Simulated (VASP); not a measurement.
A run of VASP 6.6.1 is set up as follows.

Contents of INCAR:

```
SYSTEM = SnO2
PREC = Accurate
ENCUT = 520
EDIFF = 1E-7
ISMEAR = 0
SIGMA = 0.05
LREAL = .FALSE.
LASPH = .TRUE.
NELM = 100
ALGO = Normal
ISIF = 2
LWAVE = .FALSE.
LCHARG = .FALSE.
GGA = CA
NBANDS = 20
```

File KPOINTS:

```
Automatic mesh
0
G
  12 12 12
  0 0 0
```

File POSCAR:

```
SnO2
1.0
    1.7277658029      0.9975260514      3.5172274409
   -1.7277658029      0.9975260514      3.5172274409
    0.0000000000     -1.9950521028      3.5172274409
Sn O
1 2
Direct
    0.5000000000      0.5000000000      0.5000000000
    0.2451905456      0.2451905456      0.2451905456
    0.7548094544      0.7548094544      0.7548094544
```

Potentials or basis: VASP PAW LDA potentials, release 64 (Sn_d, O).

Command:

```bash
$ cat potpaw_LDA.64/Sn_d/POTCAR potpaw_LDA.64/O/POTCAR > POTCAR
$ mpirun -np 1 vasp_std > vasp.out
```

Q: What does it give for the largest force?

A: 0.215 eV/Å.

Q: What does it give for the pressure?

A: -12.8 GPa.

Q: Predict the band gap on the k mesh.

A: 0.15 eV (least direct gap 0.24 eV).

Forces on the atoms (eV/Å):
```
Sn   0.000  0.000  0.000
O    0.000  0.000  0.215
O    0.000  0.000 -0.215
```

Caveat: the stress differs along the axes, from -16 to -7 GPa; semilocal functionals underestimate gaps, and a narrow one can read as zero; spin-orbit coupling is left out, which moves the levels of the heavy elements. A k mesh can miss the band edges.
